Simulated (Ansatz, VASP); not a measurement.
**Two plane-wave programs on Ce**

```
CELL_PARAMETERS angstrom
1.62948 3.08949 0.00000
1.62948 -3.08949 0.00000
0.00000 0.00000 -5.28639
ATOMIC_POSITIONS crystal
Ce 0.10188 0.89812 0.75000
Ce 0.89812 0.10188 0.25000
```

Alike in both runs: functional PBE; k mesh 6 × 6 × 4; no spin polarisation.

Ansatz relaxed the structure, and its values are those at the end. VASP's run is a single point on that final structure, the one shown.

|  | VASP | Ansatz |
| --- | --- | --- |
| version | VASP 6.6.1 | Ansatz 0.2.0 |
| potentials or method | VASP PAW PBE potentials, release 64 (Ce), cutoff 520 eV | PAW plane waves |
| occupations | fermi-dirac, width 0.1 eV | fermi-dirac |
| valence electrons in the cell | 24 | 24 |

```tsv
	VASP	Ansatz	Ansatz less VASP
gap on the k mesh at the Fermi level (eV)	none	none	-
pressure (GPa)	-0.2	0.0	+0.18
```

A gap of «none» marks a metal or a gap that the smearing closes. Ansatz's warnings: stress scf threshold loose.

The k mesh is coarse, so the values compare programs but aren't converged. Neither program's run includes spin-orbit coupling.
